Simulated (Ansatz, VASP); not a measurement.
# La in VASP and in Ansatz

Contents of INCAR:

```
PREC = Accurate
ENCUT = 520
EDIFF = 1E-6
ISMEAR = -1
SIGMA = 0.1
LREAL = F
LASPH = T
NELM = 80
ALGO = Normal
ISIF = 2
LWAVE = F
LCHARG = F
NBANDS = 30
```

The input KPOINTS:

```
Automatic mesh
0
Gamma
  6 6 2
```

File POSCAR:

```
La
1.0
    3.5996230182      0.0000000000      0.0000000000
   -1.7998115091      3.1173649778      0.0000000000
    0.0000000000      0.0000000000     11.5524372057
La
4
Direct
    0.0000000000      1.0000000000      0.0000000000
    1.0000000000      1.0000000000      0.5000000000
    0.3333333333      0.6666666667      0.7500000000
    0.6666666667      0.3333333333      0.2500000000
```

Input for Ansatz:

```yaml
crystal:
  lattice:
    - [3.5996230182, 0.0, 0.0]
    - [-1.7998115091, 3.1173649778, 0.0]
    - [0.0, 0.0, 11.5524372057]
  atoms:
    - { symbol: La, position: [0.0, 1.0, 0.0] }
    - { symbol: La, position: [1.0, 1.0, 0.5] }
    - { symbol: La, position: [0.3333333333, 0.6666666667, 0.75] }
    - { symbol: La, position: [0.6666666667, 0.3333333333, 0.25] }
hamiltonian:
  xc: lda
  pseudopotentials:
    kind: paw
    azcp:
      La: "pseudopotentials/La.paw.azcp"
basis:
  ecutwfc: 420
  fft_grid_basis: typed
kpoints:
  mp_grid: { grid: [6, 6, 2], shift: [0, 0, 0] }
magnetization:
  spin_polarized: false
scf:
  occupations: { method: fermi_dirac, width: 0.1 }
  lower_state_search: "off"
output:
  stress: true
```

Alike in both runs: task single point; functional LDA; k mesh 6 × 6 × 2; occupations fermi-dirac, width 0.1 eV; no spin polarisation.

```csv
,VASP,Ansatz
version,VASP 6.6.1,Ansatz 0.2.0
potentials or method,"VASP PAW LDA potentials, release 64 (La), cutoff 520 eV","plane waves (420 eV) with PAW, scalar-relativistic"
valence electrons in the cell,44,44
```

|  | VASP | Ansatz | Ansatz less VASP |
| --- | --- | --- | --- |
| pressure (GPa) | -0.1 | 0.0 | +0.10 |
| traceless stress, the component that is largest in VASP (GPa) | -0.22 | -0.21 | +0.007 |

Ansatz warns that its potentials were made for another functional, while VASP's fit it. LDA's correlation is that of Perdew and Zunger in VASP and of Perdew and Wang (1992) in Ansatz.

Spin-orbit coupling is off throughout.
